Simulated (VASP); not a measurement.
A run of VASP 6.6.1:

File INCAR:

```
PREC = Accurate
ENCUT = 520
EDIFF = 1E-6
ISMEAR = 0
SIGMA = 0.15
LREAL = False
LASPH = True
NELM = 60
ALGO = Normal
ISIF = 2
LWAVE = False
LCHARG = True
GGA = PS
LELF = True
LVHAR = True
NBANDS = 8
```

File KPOINTS:

```
regular mesh
0
Gamma
  16 16 16
```

The input POSCAR:

```
Sb
1.0
    3.1600000000      0.0000000000      0.0000000000
    0.0000000000      3.2785000000      0.0000000000
    0.0000000000      0.0000000000      3.1600000000
Sb
1
Direct
    0.0000000000      0.0000000000      0.0000000000
```

Potentials or basis: VASP PAW PBE potentials, release 64 (Sb).

The run is started by

```console
$ cat potpaw_PBE.64/Sb/POTCAR > POTCAR
$ mpirun -np 1 vasp_std > vasp.out
```

Hardware: 1 thread of Intel(R) Xeon(R) Platinum 8259CL CPU @ 2.50GHz (Skylake/Cascade Lake), with other jobs on the host.

**Question.** How long does it take, and how much memory?

**Answer.** It took 25 s on 1 thread of Intel(R) Xeon(R) Platinum 8259CL CPU @ 2.50GHz (Skylake/Cascade Lake), with other jobs on the host, peak memory 0.22 GiB. Counts: scf iterations 9, k points 405.
